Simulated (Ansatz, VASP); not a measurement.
One calculation of Sb, two programs

```
Sb
1.0
    -1.57654    1.57654    2.71194
     1.57654   -1.57654    2.71194
     1.57654    1.57654   -2.71194
Sb
1
Direct
  0.00000 0.00000 0.00000
```

Alike in both runs: functional LDA; k mesh 9 × 9 × 9; occupations fermi-dirac, width 0.05 eV; non-collinear spin, spin-orbit coupling.

|  | VASP | Ansatz |
| --- | --- | --- |
| version | VASP 6.6.1 | Ansatz 0.2.0 |
| potentials or method | VASP PAW LDA potentials, release 64 (Sb) | Ansatz PAW |
| plane-wave cutoff (eV) | 520 | 420 |
| valence electrons in the cell | 5 | 15 |
| task | single point | band structure |

VASP gave:

* pressure (GPa): -2.0
* traceless stress, the component that is largest in VASP (GPa): 0.74
* net moment per atom (μB): 0.00

Which values does Ansatz return?

Pressure (GPa): -2.1; traceless stress, the component that is largest in VASP (GPa): 0.78; net moment per atom (μB): 0.00.

LDA's correlation is that of Perdew and Zunger in VASP and of Perdew and Wang (1992) in Ansatz. VASP's potentials hold 5 valence electrons a cell and Ansatz's 15, so a difference there can come from the potentials and not from the codes.
